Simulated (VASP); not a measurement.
Wanted: the native input for a VASP 6.6.1 run.

- Task: single point
- Functional: PBEsol
- Potentials or basis: VASP PAW PBE potentials, release 64 (Al, Ni)
- Cutoff: 520 eV
- k mesh: 16 × 16 × 16
- Occupations: gaussian, width 0.15 eV
- Spin: no spin polarisation
- Dipole correction: no
- Further INCAR settings: ALGO = Fast; EDIFF = 1e-06; NBANDS = 14

The structure of AlNi lies in POSCAR:

```
AlNi
1.0
    1.9470216155     -1.9469698762      0.0000000000
    2.0953737269      2.0953259299      0.0000000000
    0.0000000000      0.0000000000      2.8688666979
Al Ni
1 1
Direct
    0.0000000000      0.0000000000      0.0000000000
    0.5000000000      0.5000000000      0.5000000000
```

This cell differs from its parent crystal: normal strain along x -0.0367, normal strain along y +0.0367.

These files were run (other wordings do the same):

INCAR

```
PREC = Accurate ; ENCUT = 520
EDIFF = 1E-6 ; ISMEAR = 0
SIGMA = 0.15 ; LREAL = F
LASPH = T ; NELM = 100
ALGO = Fast ; ISIF = 2
LWAVE = F ; LCHARG = F
GGA = PS ; NBANDS = 14
```

KPOINTS

```
regular mesh
0
Gamma
  16 16 16
```

Potentials or basis: VASP PAW PBE potentials, release 64 (Al, Ni).

Run with:

```console
$ cat potpaw_PBE.64/Al/POTCAR potpaw_PBE.64/Ni/POTCAR > POTCAR
$ mpirun -np 1 vasp_std > vasp.out
```

It gave:

```
Pressure               : 1.0 GPa
Band gap on the k mesh : zero (an odd number of electrons rules out a gap without spin polarisation)
```

Caveat: the cell differs from its parent crystal (normal strain along x -0.0367, normal strain along y +0.0367); the PAW data sets were made with another functional, which shifts forces and pressure a little.

Run time: 5.5 min on 1 thread of Intel(R) Xeon(R) Platinum 8259CL CPU @ 2.50GHz (Skylake/Cascade Lake), with other jobs on the host, peak memory 0.48 GiB.
